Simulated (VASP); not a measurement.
# BN (P-6m2) in VASP: a series of runs

BN is run at these levels: PBE, r2SCAN; tasks: single point, relaxation of cell and atoms.

Program: VASP 6.6.1. These are calculated values, not measurements. Logs are shortened: lines on timing, memory, paths and dates and some standing lists are left out, and cuts for length are marked.

## 1. The cell of the first run

The structure is hexagonal, space group P-6m2 (No. 187). The conventional cell has a = 2.512 Å, b = 2.512 Å, c = 8.352 Å, α = 90.00°, β = 90.00°, γ = 120.00°. Within 1.9 Å of B (site symmetry -6m2) lie 3 N at 1.45 Å. Within 1.9 Å of B (site symmetry -6m2) lie 3 N at 1.45 Å. Within 1.9 Å of N (site symmetry -6m2) lie 3 B at 1.45 Å. Within 1.9 Å of N (site symmetry -6m2) lie 3 B at 1.45 Å.

## 2. Single point, PBE

The input, INCAR:

```
SYSTEM = BN
  ALGO = Normal
  EDIFF = 1E-6
  ENCUT = 520
  GGA = PE
  ISIF = 2
  ISMEAR = 0
  LASPH = .True.
  LCHARG = .True.
  LELF = .True.
  LREAL = .False.
  LVHAR = .True.
  LWAVE = .False.
  NBANDS = 16
  NELM = 80
  PREC = Accurate
  SIGMA = 0.02
```

The input, KPOINTS:

```
k-points
0
Gamma
  12 12 4
  0 0 0
```

The input, POSCAR:

```
BN
1.0
    2.5121490623      0.0000000000      0.0000000000
   -1.2560745311      2.1755849060      0.0000000000
    0.0000000000      0.0000000000      8.3518967055
B N
2 2
Direct
    0.0000000000      0.0000000000      0.5000000000
    0.3333333333      0.6666666667      0.0000000000
    0.3333333333      0.6666666667      0.5000000000
    0.6666666667      0.3333333333      0.0000000000
```

Potentials or basis: VASP PAW PBE potentials, release 64 (B, N).

Started as:

```
> cat potpaw_PBE.64/B/POTCAR potpaw_PBE.64/N/POTCAR > POTCAR
> mpirun -np 1 vasp_std > vasp.out
```

OUTCAR:

```text
SYSTEM = BN
   EDIFF = 1E-6
   ENCUT = 520
   GGA = PE
   ISIF = 2
   ISMEAR = 0
   LASPH = .True.
   LREAL = .False.
   NELM = 80
   PREC = Accurate

 ion  position               nearest neighbor table
   1  0.000  0.000  0.500-   3 1.45   3 1.45   3 1.45
   2  0.333  0.667  0.000-   4 1.45   4 1.45   4 1.45
   3  0.333  0.667  0.500-   1 1.45   1 1.45   1 1.45
   4  0.667  0.333  0.000-   2 1.45   2 1.45   2 1.45

  LATTYP: Found a hexagonal cell.
 ALAT       =     2.5121490623
 C/A-ratio  =     3.3246023617

  Lattice vectors:

 A1 = (   2.5121490623,   0.0000000000,   0.0000000000)
 A2 = (  -1.2560745311,   2.1755849060,   0.0000000000)
 A3 = (   0.0000000000,   0.0000000000,   8.3518967055)

Analysis of symmetry for initial positions (statically):
=====================================================================
 Subroutine PRICEL returns:
 Original cell was already a primitive cell.

 Routine SETGRP: Setting up the symmetry group for a
 hexagonal supercell.

 Subroutine GETGRP returns: Found 12 space group operations
 (whereof 12 operations were pure point group operations)
 out of a pool of 24 trial point group operations.

The static configuration has the point symmetry D_3h.

Analysis of symmetry for dynamics (positions and initial velocities):
=====================================================================
 Subroutine PRICEL returns:
 Original cell was already a primitive cell.

 Routine SETGRP: Setting up the symmetry group for a
 hexagonal supercell.

 Subroutine GETGRP returns: Found 12 space group operations
 (whereof 12 operations were pure point group operations)
 out of a pool of 24 trial point group operations.

The dynamic configuration has the point symmetry D_3h.

 Subroutine INISYM returns: Found 12 space group operations
 (whereof 12 operations are pure point group operations),
 and found     1 'primitive' translations

----------------------------------------------------------------------------------------

                                     Primitive cell

  volume of cell :      45.6464

  direct lattice vectors                    reciprocal lattice vectors
     2.512149062  0.000000000  0.000000000     0.398065551  0.229823253  0.000000000
    -1.256074531  2.175584906  0.000000000     0.000000000  0.459646506  0.000000000
     0.000000000  0.000000000  8.351896705     0.000000000  0.000000000  0.119733282

  length of vectors
[... 88 lines left out ...]
   EDIFFG = 0.1E-04   stopping-criterion for IOM
   NSW    =      0    number of steps for IOM
   IBRION =     -1    ionic relax: 0-MD 1-quasi-New 2-CG
   NFREE  =      0    steps in history (QN), initial steepest desc. (CG)
   ISIF   =      2    stress and relaxation
   ISYM   =      2    0-nonsym 1-usesym 2-fastsym
   POTIM  = 0.5000    time-step for ionic-motion
   TEBEG  =    0.0;   TEEND  =   0.0 temperature during run
   PSTRESS=    0.0 pullay stress
   NELECT =      16.0000    total number of electrons
   NUPDOWN=      -1.0000    fix difference up-down
   EMIN   =  10.00;   EMAX   =-10.00  energy-range for DOS
   EFERMI =   0.00;   METHOD = LEGACY
   ISMEAR =     0;   SIGMA  =   0.02  broadening in eV -4-tet -1-fermi 0-gaus
   EFERMI_NEDOS =   21; number of points for ismear=-14 and -15
   IALGO  =     38    algorithm
   IMIX   =      4    mixing-type and parameters
     AMIX     =   0.40;   BMIX     =  1.00
     AMIX_MAG =   1.60;   BMIX_MAG =  1.00
  volume/ion in A,a.u.               =      11.41        77.01
  Fermi-wavevector in a.u.,A,eV,Ry     =   1.154284  2.181280 18.128012  1.332371
  Thomas-Fermi vector in A             =   2.290922
   LORBIT       =      0    0 simple, 1 ext, 2 COOP (PROOUT), +10 PAW based schemes
   GGA     = PE    functional components
   LHFCALC =     F    Hartree Fock is set to
   AEXX    =    0.0000 exact exchange contribution
   IVDW    =     0    specifies the selected vdW correction
   LEPSILON=     F    determine dielectric tensor
   LRPA    =     F    only Hartree local field effects (RPA)
 non-spin polarized calculation
 Gauss-broadening in eV      SIGMA  =   0.02
  energy-cutoff  :      520.00
  volume of cell :       45.65
 maximum number of plane-waves:      1267
 NGX is ok and might be reduce to    20
   NGX =  9   NGY =  9   NGZ = 31

 number of electron      15.9999998 magnetization

 Free energy of the ion-electron system (eV)
  ---------------------------------------------------
  ext. energy  EPLUGINS =         0.00000000
  ---------------------------------------------------
  free energy    TOTEN  =       -35.20684909 eV

  energy without entropy =      -35.20684909  energy(sigma->0) =      -35.20684909

 E-fermi :   0.6996     XC(G=0):  -8.5768

 val. band max:        0.6014055166   @ k =   0.3333   0.3333   0.5000
 cond. band min:       4.9865692631   @ k =   0.0000   0.0000   0.0000
 fundamental gap:      4.3851637465
 Fermi energy:         0.6995803188

 k-point     1 :       0.0000    0.0000    0.0000
  band No.  band energies     occupation
      1     -17.0358      2.00000
      2     -16.9944      2.00000
      3      -4.8919      2.00000
      4      -4.2941      2.00000
      5      -0.7582      2.00000
      6      -0.7582      2.00000
[... 433 lines left out ...]
      3      -6.2650      2.00000
      4      -6.2510      2.00000
      5      -2.9802      2.00000
      6      -2.9700      2.00000
[... 8 lines left out ...]
     15      15.8016      0.00000
     16      17.4941      0.00000

 [... further k-points ...]

------------------------ aborting loop because EDIFF is reached ----------------------------------------

  FORCE on cell =-STRESS in cart. coord.  units (eV):
  Direction    XX          YY          ZZ          XY          YZ          ZX
  --------------------------------------------------------------------------------------
  -------------------------------------------------------------------------------------
  Total        0.0351771      0.0351771     -0.0194406      0.0000000      0.0000000      0.0000000
  in kB        1.2347058      1.2347058     -0.6823595      0.0000000      0.0000000      0.0000000
  external PRESSURE =       0.5956840 kB  Pullay stress =       0.0000000 kB

 VOLUME and BASIS-vectors are now :
 -----------------------------------------------------------------------------
  energy-cutoff  :      520.00
  volume of cell :       45.65
      direct lattice vectors                 reciprocal lattice vectors
     2.512149062  0.000000000  0.000000000     0.398065551  0.229823253  0.000000000
    -1.256074531  2.175584906  0.000000000     0.000000000  0.459646506  0.000000000
     0.000000000  0.000000000  8.351896705     0.000000000  0.000000000  0.119733282

 POSITION                                       TOTAL-FORCE (eV/Angst)
 -----------------------------------------------------------------------------------
      0.00000      0.00000      4.17595         0.000000      0.000000      0.000000
     -0.00000      1.45039      0.00000        -0.000000      0.000000      0.000000
     -0.00000      1.45039      4.17595         0.000000      0.000000      0.000000
      1.25607      0.72519      0.00000        -0.000000      0.000000      0.000000
 -----------------------------------------------------------------------------------
    total drift:                                0.000001     -0.000001     -0.000000

  FREE ENERGIE OF THE ION-ELECTRON SYSTEM (eV)
  ---------------------------------------------------
  free  energy   TOTEN  =       -35.2068490921 eV

  energy  without entropy=      -35.2068490921  energy(sigma->0) =      -35.20684909
```

Run time: 51 s. Hardware: 1 thread of Intel Xeon 8259CL, shared host; peak memory 0.18 GiB.

What came out:

| Item | Value |
| --- | --- |
| Free energy | -35.2068 eV |
| Pressure | 0.1 GPa |
| Band gap on the k mesh | 4.39 eV (least direct gap 4.64 eV) |

Levels at points of the mesh, in eV from the valence-band top:
```
           k point  band 6  band 7  band 8  band 9  band 10  band 11
(0.00, 0.00, 0.00)   -1.36   -1.35   -1.35    4.39     7.74    10.06
(0.50, 0.00, 0.00)   -4.12   -0.98   -0.83    4.59     4.99     9.53
(0.00, 0.00, 0.50)   -1.36   -1.35   -1.35    5.67     5.67    11.50
(0.50, 0.00, 0.50)   -4.12   -0.91   -0.90    4.76     4.76     9.68
```

Caveat: this functional lacks dispersion, which binds the layers, so the pressure and a relaxed spacing across them are unreliable.

## 3. Single point, PBE

The input, INCAR:

```
  PREC = Accurate
  ENCUT = 520
  EDIFF = 1E-7
  ISMEAR = 0
  SIGMA = 0.02
  LREAL = F
  LASPH = T
  NELM = 80
  ALGO = Normal
  ISIF = 2
  LWAVE = F
  LCHARG = T
  GGA = PE
  LELF = T
  LVHAR = T
  NBANDS = 16
```

The input, KPOINTS:

```
regular mesh
0
Gamma
  12 12 4
```

POSCAR is that of step 2.

Potentials or basis: VASP PAW PBE potentials, release 64 (B, N).

Started as:

```
> cat potpaw_PBE.64/B/POTCAR potpaw_PBE.64/N/POTCAR > POTCAR
> mpirun -np 1 vasp_std > vasp.out
```

OUTCAR:

```text
PREC = Accurate
   ENCUT = 520
   EDIFF = 1E-7
   ISMEAR = 0
   LREAL = F
   LASPH = T
   NELM = 80
   ISIF = 2
   GGA = PE

 ion  position               nearest neighbor table
   1  0.000  0.000  0.500-   3 1.45   3 1.45   3 1.45
   2  0.333  0.667  0.000-   4 1.45   4 1.45   4 1.45
   3  0.333  0.667  0.500-   1 1.45   1 1.45   1 1.45
   4  0.667  0.333  0.000-   2 1.45   2 1.45   2 1.45

  LATTYP: Found a hexagonal cell.
 ALAT       =     2.5121490623
 C/A-ratio  =     3.3246023617

  Lattice vectors:

 A1 = (   2.5121490623,   0.0000000000,   0.0000000000)
 A2 = (  -1.2560745311,   2.1755849060,   0.0000000000)
 A3 = (   0.0000000000,   0.0000000000,   8.3518967055)

Analysis of symmetry for initial positions (statically):
=====================================================================
 Subroutine PRICEL returns:
 Original cell was already a primitive cell.

 Routine SETGRP: Setting up the symmetry group for a
 hexagonal supercell.

 Subroutine GETGRP returns: Found 12 space group operations
 (whereof 12 operations were pure point group operations)
[... 172 lines left out ...]
 cond. band min:       4.9870691422   @ k =   0.0000   0.0000   0.0000
 fundamental gap:      4.3854717212
 Fermi energy:         0.6997068394

 k-point     1 :       0.0000    0.0000    0.0000
  band No.  band energies     occupation
      1     -17.0357      2.00000
      2     -16.9943      2.00000
      3      -4.8918      2.00000
      4      -4.2941      2.00000
      5      -0.7582      2.00000
      6      -0.7582      2.00000
[... 433 lines left out ...]
      3      -6.2649      2.00000
      4      -6.2508      2.00000
      5      -2.9801      2.00000
      6      -2.9697      2.00000
[... 8 lines left out ...]
     15      15.8016      0.00000
     16      17.4942      0.00000

 [... further k-points ...]

------------------------ aborting loop because EDIFF is reached ----------------------------------------

  FORCE on cell =-STRESS in cart. coord.  units (eV):
  Direction    XX          YY          ZZ          XY          YZ          ZX
  --------------------------------------------------------------------------------------
  -------------------------------------------------------------------------------------
  Total        0.0348930      0.0348930     -0.0216905      0.0000000      0.0000000      0.0000000
  in kB        1.2247365      1.2247365     -0.7613326      0.0000000      0.0000000      0.0000000
  external PRESSURE =       0.5627135 kB  Pullay stress =       0.0000000 kB

 VOLUME and BASIS-vectors are now :
 -----------------------------------------------------------------------------
  energy-cutoff  :      520.00
  volume of cell :       45.65
      direct lattice vectors                 reciprocal lattice vectors
     2.512149062  0.000000000  0.000000000     0.398065551  0.229823253  0.000000000
    -1.256074531  2.175584906  0.000000000     0.000000000  0.459646506  0.000000000
     0.000000000  0.000000000  8.351896705     0.000000000  0.000000000  0.119733282

 POSITION                                       TOTAL-FORCE (eV/Angst)
 -----------------------------------------------------------------------------------
      0.00000      0.00000      4.17595         0.000000     -0.000000      0.000000
     -0.00000      1.45039      0.00000        -0.000000      0.000000      0.000000
     -0.00000      1.45039      4.17595        -0.000000      0.000000      0.000000
      1.25607      0.72519      0.00000        -0.000000      0.000000      0.000000
 -----------------------------------------------------------------------------------
    total drift:                                0.000001     -0.000000     -0.000000

  FREE ENERGIE OF THE ION-ELECTRON SYSTEM (eV)
  ---------------------------------------------------
  free  energy   TOTEN  =       -35.2068493355 eV

  energy  without entropy=      -35.2068493355  energy(sigma->0) =      -35.20684934
```

OSZICAR:

```text
N       E                     dE             d eps       ncg     rms          rms(c)
DAV:   1     0.536387421848E+02    0.53639E+02   -0.76071E+03  1824   0.889E+02
DAV:   2    -0.348422608930E+02   -0.88481E+02   -0.79849E+02  2520   0.214E+02
DAV:   3    -0.388917539867E+02   -0.40495E+01   -0.40254E+01  2376   0.459E+01
DAV:   4    -0.389281440536E+02   -0.36390E-01   -0.36377E-01  2288   0.483E+00
DAV:   5    -0.389286270982E+02   -0.48304E-03   -0.48303E-03  2408   0.528E-01    0.112E+01
DAV:   6    -0.356296963616E+02    0.32989E+01   -0.55908E+00  2304   0.176E+01    0.503E+00
DAV:   7    -0.353123479808E+02    0.31735E+00   -0.59428E-01  2472   0.535E+00    0.315E+00
DAV:   8    -0.352086396793E+02    0.10371E+00   -0.30428E-01  2464   0.348E+00    0.514E-01
DAV:   9    -0.352047875659E+02    0.38521E-02   -0.18553E-02  1992   0.104E+00    0.202E-01
DAV:  10    -0.352066374433E+02   -0.18499E-02   -0.18312E-03  1992   0.334E-01    0.404E-02
DAV:  11    -0.352068343143E+02   -0.19687E-03   -0.19357E-04  2240   0.109E-01    0.324E-02
DAV:  12    -0.352068486114E+02   -0.14297E-04   -0.39286E-05  2024   0.468E-02    0.410E-03
DAV:  13    -0.352068490940E+02   -0.48261E-06   -0.18956E-06  2520   0.105E-02    0.123E-03
DAV:  14    -0.352068493278E+02   -0.23378E-06   -0.13912E-07  1912   0.310E-03    0.554E-04
DAV:  15    -0.352068493355E+02   -0.77639E-08   -0.15379E-08  1984   0.111E-03
   1 F= -.35206849E+02 E0= -.35206849E+02  d E =-.442722E-14
```

It took 53 s on 1 thread of Intel Xeon 8259CL, shared host; peak memory 0.18 GiB.

Results:

| Item | Value |
| --- | --- |
| Free energy | -35.2068 eV |
| Pressure | 0.1 GPa |
| Band gap on the k mesh | 4.39 eV (least direct gap 4.64 eV) |

Caveat: this functional lacks dispersion, which binds the layers, so the pressure and a relaxed spacing across them are unreliable.

## 4. Single point, PBE

This run uses another cell than the first one, of 11.64 Å³/atom.

The input, INCAR:

```
PREC = Accurate
ENCUT = 520
EDIFF = 1E-7
ISMEAR = 0
SIGMA = 0.01
LREAL = False
LASPH = True
NELM = 80
ALGO = Normal
ISIF = 2
LWAVE = False
LCHARG = True
GGA = PE
LELF = True
LVHAR = True
NBANDS = 16
```

The input, KPOINTS:

```
Automatic mesh
0
Gamma
  12 12 4
```

The input, POSCAR:

```
BN
1.0
    2.5121221233      0.0000000000      0.0000000000
   -1.2560610616      2.1755615762      0.0000000000
    0.0000000000      0.0000000000      8.5179557531
B N
2 2
Direct
    0.0000000000      0.0000000000      0.5000000000
    0.3333333333      0.6666666667      0.0000000000
    0.3333333333      0.6666666667      0.5000000000
    0.6666666667      0.3333333333      0.0000000000
```

Started as:

```
> cat potpaw_PBE.64/B/POTCAR potpaw_PBE.64/N/POTCAR > POTCAR
> mpirun -np 1 vasp_std > vasp.out
```

It took 72 s on 1 thread of Intel Xeon 8259CL, shared host; peak memory 0.18 GiB.

The run converged. Its results:

| Quantity | Value |
| --- | --- |
| Free energy | -35.2070 eV |
| Pressure | 0.0 GPa |
| Band gap on the k mesh | 4.35 eV (least direct gap 4.65 eV) |

Stress tensor (GPa, compression positive):
```
 0.13  0.00  0.00
 0.00  0.13  0.00
 0.00  0.00 -0.11
```

Levels at points of the mesh, in eV from the valence-band top:
| k point | band 6 | band 7 | band 8 | band 9 | band 10 | band 11 |
| --- | --- | --- | --- | --- | --- | --- |
| (0.00, 0.00, 0.00) | -1.36 | -1.35 | -1.35 | 4.35 | 7.56 | 9.83 |
| (0.50, 0.00, 0.00) | -4.12 | -0.97 | -0.84 | 4.61 | 4.97 | 9.53 |
| (0.00, 0.00, 0.50) | -1.36 | -1.35 | -1.35 | 5.56 | 5.56 | 11.48 |
| (0.50, 0.00, 0.50) | -4.12 | -0.91 | -0.90 | 4.76 | 4.76 | 9.67 |

Caveat: this functional lacks dispersion, which binds the layers, so the pressure and a relaxed spacing across them are unreliable.

## 5. Single point, r2SCAN

The input, POSCAR:

```
BN
1.0
    2.5121490623      0.0000000000      0.0000000000
   -1.2560745311      2.1755849060      0.0000000000
    0.0000000000      0.0000000000      8.3518967055
B N
2 2
Direct
    0.0000000000      0.0000000000      0.5000000000
    0.3333333333      0.6666666667      0.0000000000
    0.3333333333      0.6666666667      0.5000000000
    0.6666666667      0.3333333333      0.0000000000
```

The input, INCAR.step1:

```
SYSTEM = BN
ALGO = Normal
EDIFF = 1E-4
ENCUT = 520
GGA = PE
ISMEAR = 0
LASPH = .TRUE.
LCHARG = .FALSE.
LREAL = .FALSE.
LWAVE = .TRUE.
NBANDS = 16
NELM = 80
PREC = Accurate
SIGMA = 0.02
```

The input, INCAR.step2:

```
SYSTEM = BN
ALGO = Normal
EDIFF = 1E-6
ENCUT = 520
ISIF = 2
ISMEAR = 0
ISTART = 1
LASPH = .TRUE.
LCHARG = .FALSE.
LMIXTAU = .TRUE.
LREAL = .FALSE.
LWAVE = .FALSE.
METAGGA = R2SCAN
NBANDS = 16
NELM = 80
PREC = Accurate
SIGMA = 0.02
```

The input, KPOINTS:

```
k-points
0
G
  12 12 4
  0 0 0
```

Started as:

```
> cat potpaw_PBE.64/B/POTCAR potpaw_PBE.64/N/POTCAR > POTCAR
> cp INCAR.step1 INCAR
> mpirun -np 1 vasp_std > vasp.out
> cp INCAR.step2 INCAR
> mpirun -np 1 vasp_std > vasp.out
```

Wall time 3 min (1 thread of Intel Xeon 8259CL, shared host); peak memory 0.18 GiB.

It converged, with:

| Item | Value |
| --- | --- |
| Free energy | -38.5529 eV |
| Pressure | -2.7 GPa |
| Band gap on the k mesh | 4.63 eV (least direct gap 5.35 eV) |

Stress tensor (GPa, compression positive):
```
-3.45  0.00  0.00
 0.00 -3.45  0.00
 0.00  0.00 -1.07
```

Levels at points of the mesh, in eV from the valence-band top:
```tsv
k point	band 4	band 5	band 6	band 7	band 8	band 9	band 10	band 11	band 12	band 13
(0.00, 0.00, 0.00)	-5.03	-1.38	-1.38	-1.37	-1.37	4.63	8.13	10.74	12.26	12.26
(0.50, 0.00, 0.00)	-9.20	-4.28	-4.26	-0.98	-0.83	5.20	5.65	10.19	10.40	12.68
(0.00, 0.00, 0.50)	-5.35	-1.38	-1.38	-1.37	-1.37	5.97	5.97	12.26	12.26	12.27
(0.50, 0.00, 0.50)	-9.21	-4.27	-4.26	-0.91	-0.90	5.38	5.39	10.37	10.40	13.16
```

Caveat: the PAW data sets were made with another functional, which shifts forces and pressure a little. A k mesh can miss the band edges.

(Continued in part 2 of 2.)
